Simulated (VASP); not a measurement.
The system is WSe2.

```xyz
3
Lattice="1.6511 0.9532 6.5796 -1.6511 0.9532 6.5796 0.0000 -1.9065 6.5796" Properties=species:S:1:pos:R:3 pbc="T T T"
W     0.0000    0.0000   -0.0004
Se    0.0000    0.0000    8.2440
Se    0.0000    0.0000    4.9157
```

Base run:

| Quantity | Value |
| --- | --- |
| Program | VASP 6.6.1 |
| Functional | PBE |
| Potentials or basis | VASP PAW PBE potentials, release 64 (W_sv, Se) |
| Cutoff | 520 eV |
| k mesh | 6 × 6 × 6 |
| Occupations | gaussian, width 0.01 eV |
| Spin | no spin polarisation |

Its results: band gap on the k mesh 1.08 eV, indirect (least direct gap 1.57 eV); pressure 3.7 GPa; largest force 0.327 eV/Å.

**Question.** The run is repeated on the same cell with these changes: functional from PBE to r2SCAN; further incar settings from ALGO = Normal; EDIFF = 1e-07; NBANDS = 20 to ALGO = Normal; EDIFF = 1e-06; NBANDS = 20. What comes out?

**Answer.** Band gap on the k mesh 1.20 eV, indirect (least direct gap 1.69 eV); pressure 1.6 GPa; largest force 0.011 eV/Å.

Caveats: spin-orbit coupling is left out, which moves the levels of the heavy elements; the PAW data sets were made with another functional, which shifts forces and pressure a little (some runs).

A k mesh can miss the band edges.
